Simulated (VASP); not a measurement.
# Cu26W (a cell with a defect) in VASP: single point with LDA

Aim: the single point of Cu26W (a cell with a defect) with LDA.

All numbers are computed with VASP 6.6.1; they aren't measurements. Logs are shortened: lines on timing, memory, paths and dates and some standing lists are left out, and cuts for length are marked.

## (1) The cell of the first run

The cell holds a defect, 27 atoms: a = 7.463 Å, b = 7.463 Å, c = 7.463 Å, α = 60.00°, β = 60.00°, γ = 60.00°.

## (2) Single point, LDA

The input, INCAR:

```
  PREC = Accurate
  ENCUT = 520
  EDIFF = 1E-7
  ISMEAR = 1
  SIGMA = 0.1
  LREAL = Auto
  LASPH = T
  NELM = 60
  ALGO = Normal
  ISIF = 2
  LWAVE = F
  LCHARG = F
  GGA = CA
  NBANDS = 169
```

The input, KPOINTS:

```
Automatic mesh
0
Gamma
  4 4 4
```

The input, POSCAR:

```
Cu26W
1.0
    0.0000000000      5.2774853866      5.2774853866
    5.2774853866      0.0000000000      5.2774853866
    5.2774853866      5.2774853866      0.0000000000
W Cu
1 26
Direct
    0.0000000000      0.0000000000      0.0000000000
    0.0000000000      0.0000000000      0.3370569138
    0.0000000000      0.0000000000      0.6629430862
    0.0000000000      0.3370569138      0.0000000000
   -0.0000523148      0.3333507716      0.3333507716
    0.0000000000      0.3370569138      0.6629430862
    0.0000000000      0.6629430862      0.0000000000
    0.0000000000      0.6629430862      0.3370569138
    0.0000523148      0.6666492284      0.6666492284
    0.3370569138      0.0000000000      0.0000000000
    0.3333507716     -0.0000523148      0.3333507716
    0.3370569138      0.0000000000      0.6629430862
    0.3333507716      0.3333507716     -0.0000523148
    0.3333507716      0.3333507716      0.3333507716
    0.3339046806      0.3339046806      0.6660953194
    0.3370569138      0.6629430862      0.0000000000
    0.3339046806      0.6660953194      0.3339046806
    0.3339046806      0.6660953194      0.6660953194
    0.6629430862      0.0000000000      0.0000000000
    0.6629430862      0.0000000000      0.3370569138
    0.6666492284      0.0000523148      0.6666492284
    0.6629430862      0.3370569138      0.0000000000
    0.6660953194      0.3339046806      0.3339046806
    0.6660953194      0.3339046806      0.6660953194
    0.6666492284      0.6666492284      0.0000523148
    0.6660953194      0.6660953194      0.3339046806
    0.6666492284      0.6666492284      0.6666492284
```

Potentials or basis: VASP PAW LDA potentials, release 64 (W_sv, Cu).

The run is started by

```bash
> cat potpaw_LDA.64/W_sv/POTCAR potpaw_LDA.64/Cu/POTCAR > POTCAR
> mpirun -np 1 vasp_std > vasp.out
```

OUTCAR:

```text
PREC = Accurate
   ENCUT = 520
   EDIFF = 1E-7
   ISMEAR = 1
   LREAL = Auto
   LASPH = T
   NELM = 60
   ISIF = 2
   GGA = CA

 ion  position               nearest neighbor table
   1  0.000  0.000  0.000-   2 2.52   3 2.52   4 2.52   6 2.52   7 2.52   8 2.52  10 2.52  12 2.52
                            16 2.52  19 2.52  20 2.52  22 2.52
   2  0.000  0.000  0.337-   3 2.43   9 2.47  21 2.47  11 2.47   5 2.47  17 2.49  23 2.49   1 2.52
                             8 2.52  20 2.52   4 2.52  10 2.52
   3  0.000  0.000  0.663-   2 2.43   5 2.47  11 2.47   9 2.47  21 2.47  18 2.49  24 2.49  12 2.52
                             7 2.52  19 2.52   1 2.52   6 2.52
   4  0.000  0.337  0.000-   7 2.43  25 2.47   9 2.47  13 2.47   5 2.47  23 2.49  15 2.49   6 2.52
                             2 2.52  22 2.52   1 2.52  10 2.52
   5  1.000  0.333  0.333-   6 2.47   8 2.47   7 2.47   3 2.47   4 2.47   2 2.47  24 2.49  26 2.49
                            23 2.49  11 2.49  13 2.49  14 2.49
   6  0.000  0.337  0.663-   8 2.43   5 2.47   9 2.47  27 2.47  14 2.47  24 2.49  15 2.49   1 2.52
                             3 2.52  22 2.52   4 2.52  12 2.52
   7  0.000  0.663  0.000-   4 2.43  13 2.47   5 2.47   9 2.47  25 2.47  18 2.49  26 2.49  16 2.52
                             8 2.52  19 2.52   1 2.52   3 2.52
   8  0.000  0.663  0.337-   6 2.43   5 2.47   9 2.47  14 2.47  27 2.47  26 2.49  17 2.49  16 2.52
                             7 2.52  20 2.52   1 2.52   2 2.52
   9  0.000  0.667  0.667-   6 2.47   8 2.47   2 2.47   4 2.47   7 2.47   3 2.47  15 2.49  17 2.49
[... 23 lines left out ...]
  21  0.667  0.000  0.667-  12 2.47  20 2.47   2 2.47  10 2.47  19 2.47   3 2.47  15 2.49  23 2.49
                            24 2.49   9 2.49  25 2.49  27 2.49
  22  0.663  0.337  0.000-  16 2.43  13 2.47  25 2.47  14 2.47  27 2.47  23 2.49  24 2.49  20 2.52
                             1 2.52   4 2.52   6 2.52  19 2.52
  23  0.666  0.334  0.334-  15 2.48  17 2.48  24 2.48  26 2.48  14 2.49  25 2.49  21 2.49   5 2.49
                            22 2.49   4 2.49  20 2.49   2 2.49
  24  0.666  0.334  0.666-  15 2.48  18 2.48  23 2.48  26 2.48  27 2.49  13 2.49   5 2.49  21 2.49
                            22 2.49   3 2.49  19 2.49   6 2.49
  25  0.667  0.667  0.000-  16 2.47  22 2.47   4 2.47  10 2.47  19 2.47   7 2.47  17 2.49  23 2.49
                            26 2.49  21 2.49   9 2.49  27 2.49
  26  0.666  0.666  0.334-  17 2.48  18 2.48  23 2.48  24 2.48  27 2.49  11 2.49   5 2.49  25 2.49
                             8 2.49   7 2.49  19 2.49  20 2.49
  27  0.667  0.667  0.667-   6 2.47  12 2.47   8 2.47  16 2.47  20 2.47  22 2.47  26 2.49  24 2.49
                            18 2.49  21 2.49  25 2.49   9 2.49

  LATTYP: Found a face centered cubic cell.
 ALAT       =    10.5549707732

  Lattice vectors:

 A1 = (   0.0000000000,   5.2774853866,   5.2774853866)
 A2 = (   5.2774853866,   0.0000000000,   5.2774853866)
 A3 = (   5.2774853866,   5.2774853866,   0.0000000000)

Analysis of symmetry for initial positions (statically):
=====================================================================
 Subroutine PRICEL returns:
 Original cell was already a primitive cell.

 Routine SETGRP: Setting up the symmetry group for a
 face centered cubic supercell.

 Subroutine GETGRP returns: Found 48 space group operations
 (whereof 48 operations were pure point group operations)
 out of a pool of 48 trial point group operations.

The static configuration has the point symmetry O_h .

Analysis of symmetry for dynamics (positions and initial velocities):
=====================================================================
 Subroutine PRICEL returns:
 Original cell was already a primitive cell.

 Routine SETGRP: Setting up the symmetry group for a
 face centered cubic supercell.

 Subroutine GETGRP returns: Found 48 space group operations
 (whereof 48 operations were pure point group operations)
 out of a pool of 48 trial point group operations.

The dynamic configuration has the point symmetry O_h .

 Subroutine INISYM returns: Found 48 space group operations
 (whereof 48 operations are pure point group operations),
 and found     1 'primitive' translations

----------------------------------------------------------------------------------------

                                     Primitive cell

  volume of cell :     293.9755

  direct lattice vectors                    reciprocal lattice vectors
     0.000000000  5.277485387  5.277485387    -0.094742091  0.094742091  0.094742091
[... 71 lines left out ...]
 generate k-points for:    4    4    4

 Generating k-lattice:

  Cartesian coordinates                     Fractional coordinates (reciprocal lattice)
    -0.023685523  0.023685523  0.023685523     0.250000000  0.000000000  0.000000000
     0.023685523 -0.023685523  0.023685523     0.000000000  0.250000000  0.000000000
     0.023685523  0.023685523 -0.023685523     0.000000000  0.000000000  0.250000000

  Length of vectors
     0.041024529  0.041024529  0.041024529

  Shift w.r.t. Gamma in fractional coordinates (k-lattice)
     0.000000000  0.000000000  0.000000000

 Subroutine IBZKPT returns following result:
 ===========================================

 Found      8 irreducible k-points:

 Following reciprocal coordinates:
            Coordinates               Weight
  0.000000  0.000000  0.000000      1.000000
  0.250000  0.000000  0.000000      8.000000
  0.500000  0.000000  0.000000      4.000000
  0.250000  0.250000  0.000000      6.000000
  0.500000  0.250000  0.000000     24.000000
 -0.250000  0.250000  0.000000     12.000000
  0.500000  0.500000  0.000000      3.000000
 -0.250000  0.500000  0.250000      6.000000
   k-points           NKPTS =      8   k-points in BZ     NKDIM =      8   number of bands    NBANDS=    169
   number of dos      NEDOS =    301   number of ions     NIONS =     27
   total plane-waves  NPLWV = 175616
   dimension x,y,z NGX =    56 NGY =   56 NGZ =   56
   dimension x,y,z NGXF=   112 NGYF=  112 NGZF=  112
   ions per type =               1  26
   NGX,Y,Z   is equivalent  to a cutoff of  12.47, 12.47, 12.47 a.u.
   NGXF,Y,Z  is equivalent  to a cutoff of  24.95, 24.95, 24.95 a.u.
 SYSTEM =  unknown system
   PREC   = accura    normal or accurate (medium, high low for compatibility)
   ISTART =      0    job   : 0-new  1-cont  2-samecut
   ICHARG =      2    charge: 1-file 2-atom 10-const
   ISPIN  =      1    spin polarized calculation?
   LNONCOLLINEAR =      F non collinear calculations
   LSORBIT =      F    spin-orbit coupling
   LASPH  =      T    aspherical Exc in radial PAW
   ENCUT  =  520.0 eV  38.22 Ry    6.18 a.u.  13.88 13.88 13.88*2*pi/ulx,y,z
   NELM   =     60;   NELMIN=  2; NELMDL= -5     # of ELM steps
   EDIFF  = 0.1E-06   stopping-criterion for ELM
   LREAL  =      T    real-space projection
   EDIFFG = 0.1E-05   stopping-criterion for IOM
   NSW    =      0    number of steps for IOM
   IBRION =     -1    ionic relax: 0-MD 1-quasi-New 2-CG
   NFREE  =      0    steps in history (QN), initial steepest desc. (CG)
   ISIF   =      2    stress and relaxation
   ISYM   =      2    0-nonsym 1-usesym 2-fastsym
   POTIM  = 0.5000    time-step for ionic-motion
   TEBEG  =    0.0;   TEEND  =   0.0 temperature during run
   PSTRESS=    0.0 pullay stress
   NELECT =     300.0000    total number of electrons
   NUPDOWN=      -1.0000    fix difference up-down
   EMIN   =  10.00;   EMAX   =-10.00  energy-range for DOS
   EFERMI =   0.00;   METHOD = LEGACY
   ISMEAR =     1;   SIGMA  =   0.10  broadening in eV -4-tet -1-fermi 0-gaus
   EFERMI_NEDOS =   21; number of points for ismear=-14 and -15
   IALGO  =     38    algorithm
   IMIX   =      4    mixing-type and parameters
     AMIX     =   0.40;   BMIX     =  1.00
     AMIX_MAG =   1.60;   BMIX_MAG =  1.00
  volume/ion in A,a.u.               =      10.89        73.48
  Fermi-wavevector in a.u.,A,eV,Ry     =   1.648206  3.114658 36.961365  2.716584
  Thomas-Fermi vector in A             =   2.737535
   LORBIT       =      0    0 simple, 1 ext, 2 COOP (PROOUT), +10 PAW based schemes
   GGA     = CA    functional components
   LHFCALC =     F    Hartree Fock is set to
   AEXX    =    0.0000 exact exchange contribution
   IVDW    =     0    specifies the selected vdW correction
   LEPSILON=     F    determine dielectric tensor
   LRPA    =     F    only Hartree local field effects (RPA)
 non-spin polarized calculation
 Methfessel and Paxton  Order N= 1 SIGMA  =   0.10
  energy-cutoff  :      520.00
  volume of cell :      293.98
 maximum number of plane-waves:      7954
   NGX = 27   NGY = 27   NGZ = 27

 number of electron     300.0000018 magnetization

 Free energy of the ion-electron system (eV)
  ---------------------------------------------------
  ext. energy  EPLUGINS =         0.00000000
  ---------------------------------------------------
  free energy    TOTEN  =      -133.82453768 eV

  energy without entropy =     -133.81110909  energy(sigma->0) =     -133.82006148

 E-fermi :   8.8365     XC(G=0): -13.6984

 val. band max:        8.8112814727   @ k =  -0.2500   0.2500   0.0000
 cond. band min:       8.8576455229   @ k =   0.2500   0.2500   0.0000
 fundamental gap:      0.0463640501
 Fermi energy:         8.8364847463

 k-point     1 :       0.0000    0.0000    0.0000
  band No.  band energies     occupation
      1     -64.7526      2.00000
      2     -29.2970      2.00000
      3     -29.2970      2.00000
      4     -29.2970      2.00000
      5      -1.3074      2.00000
      6       2.0471      2.00000
[... 1309 lines left out ...]
    161      11.0324      0.00000
    162      11.3664      0.00000
 [bands above 162 left out]

------------------------ aborting loop because EDIFF is reached ----------------------------------------

  FORCE on cell =-STRESS in cart. coord.  units (eV):
  Direction    XX          YY          ZZ          XY          YZ          ZX
  --------------------------------------------------------------------------------------
  -------------------------------------------------------------------------------------
  Total        9.4506471      9.4506471      9.4506471     -0.0000000      0.0000000      0.0000000
  in kB       51.5063787     51.5063787     51.5063787     -0.0000000      0.0000000      0.0000000
  external PRESSURE =      51.5063787 kB  Pullay stress =       0.0000000 kB

 VOLUME and BASIS-vectors are now :
 -----------------------------------------------------------------------------
  energy-cutoff  :      520.00
  volume of cell :      293.98
      direct lattice vectors                 reciprocal lattice vectors
     0.000000000  5.277485387  5.277485387    -0.094742091  0.094742091  0.094742091
     5.277485387  0.000000000  5.277485387     0.094742091 -0.094742091  0.094742091
     5.277485387  5.277485387  0.000000000     0.094742091  0.094742091 -0.094742091

 POSITION                                       TOTAL-FORCE (eV/Angst)
 -----------------------------------------------------------------------------------
      0.00000      0.00000      0.00000        -0.000000     -0.000000     -0.000000
      1.77881      1.77881      0.00000         0.016676      0.016676     -0.000000
      3.49867      3.49867      0.00000        -0.016676     -0.016676     -0.000000
      1.77881      0.00000      1.77881         0.016676     -0.000000      0.016676
      3.51851      7.03646      7.03646        -0.000603      0.000603      0.000603
      5.27749      3.49867      1.77881        -0.000000     -0.016676      0.016676
[... 19 lines left out ...]
      5.27749      5.27749      7.03062        -0.000000     -0.000000      0.006759
      7.03646      7.03646      7.03646         0.000603      0.000603      0.000603
 -----------------------------------------------------------------------------------
    total drift:                               -0.000000     -0.000000      0.000000

  FREE ENERGIE OF THE ION-ELECTRON SYSTEM (eV)
  ---------------------------------------------------
  free  energy   TOTEN  =      -133.8245376788 eV

  energy  without entropy=     -133.8111090936  energy(sigma->0) =     -133.82006148
```

It took 30 min on 1 thread of Intel Xeon Platinum 8259CL at 2.50GHz (Skylake/Cascade Lake), shared host; peak memory 0.52 GiB.

Results:

```
Free energy            : -133.8245 eV
Pressure               : 5.2 GPa
Largest force          : 0.024 eV/Å
Band gap on the k mesh : zero (band 150 reaches 8.88 eV, above the bottom of band 151 at 8.69 eV)
```

Forces on the atoms (eV/Å):
```
W    0.000  0.000  0.000
Cu   0.017  0.017  0.000
Cu  -0.017 -0.017  0.000
Cu   0.017  0.000  0.017
Cu  -0.001  0.001  0.001
Cu   0.000 -0.017  0.017
Cu  -0.017  0.000 -0.017
Cu   0.000  0.017 -0.017
Cu   0.001 -0.001 -0.001
Cu   0.000  0.017  0.017
Cu   0.001 -0.001  0.001
Cu  -0.017  0.000  0.017
Cu   0.001  0.001 -0.001
Cu  -0.001 -0.001 -0.001
Cu   0.000  0.000 -0.007
Cu  -0.017  0.017  0.000
Cu   0.000 -0.007  0.000
Cu   0.007  0.000  0.000
Cu   0.000 -0.017 -0.017
Cu   0.017  0.000 -0.017
Cu  -0.001  0.001 -0.001
Cu   0.017 -0.017  0.000
Cu  -0.007  0.000  0.000
Cu   0.000  0.007  0.000
Cu  -0.001 -0.001  0.001
Cu   0.000  0.000  0.007
Cu   0.001  0.001  0.001
```

Caveat: spin-orbit coupling is left out, which moves the levels of the heavy elements.
